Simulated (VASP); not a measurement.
CdSe (Cadmoselite):

```
CELL_PARAMETERS angstrom
4.35659 0.00000 0.00000
-2.17829 3.77291 0.00000
0.00000 0.00000 7.11238
ATOMIC_POSITIONS crystal
Cd 0.66667 0.33333 0.50000
Cd 0.33333 0.66667 0.00000
Se 0.66667 0.33333 0.88500
Se 0.33333 0.66667 0.38500
```

Base run:

```yaml
Program: VASP 6.6.1
Functional: BLYP
Potentials_or_basis: VASP PAW PBE potentials, release 64 (Cd, Se)
Cutoff: 520 eV
k_mesh: 7 × 7 × 4
Occupations: fermi-dirac, width 0.05 eV
Spin: no spin polarisation
```

Its results: band gap on the k mesh 0.57 eV, direct; pressure 4.0 GPa; largest force 0.277 eV/Å.

Task: After a change of settings the same cell gave: band gap on the k mesh 0.62 eV, direct; pressure 1.2 GPa; largest force 0.252 eV/Å. Which change was it?
A. functional from BLYP to LDA; potentials or basis from VASP PAW PBE potentials, release 64 (Cd, Se) to VASP PAW LDA potentials, release 64 (Cd, Se)
B. functional from BLYP to PBE exchange alone; further incar settings from ALGO = Normal; EDIFF = 1e-07; NBANDS = 26 to ALGO = Normal; EDIFF = 1e-06; NBANDS = 26
C. functional from BLYP to PBEsol; further incar settings from ALGO = Normal; EDIFF = 1e-07; NBANDS = 26 to ALGO = Normal; EDIFF = 1e-06; NBANDS = 26
D. functional from BLYP to PBE

Result: D.

PBE binds more tightly than BLYP, so the same cell stands under less pressure.

Caveats: the PAW data sets were made with another functional, which shifts forces and pressure a little (some runs).
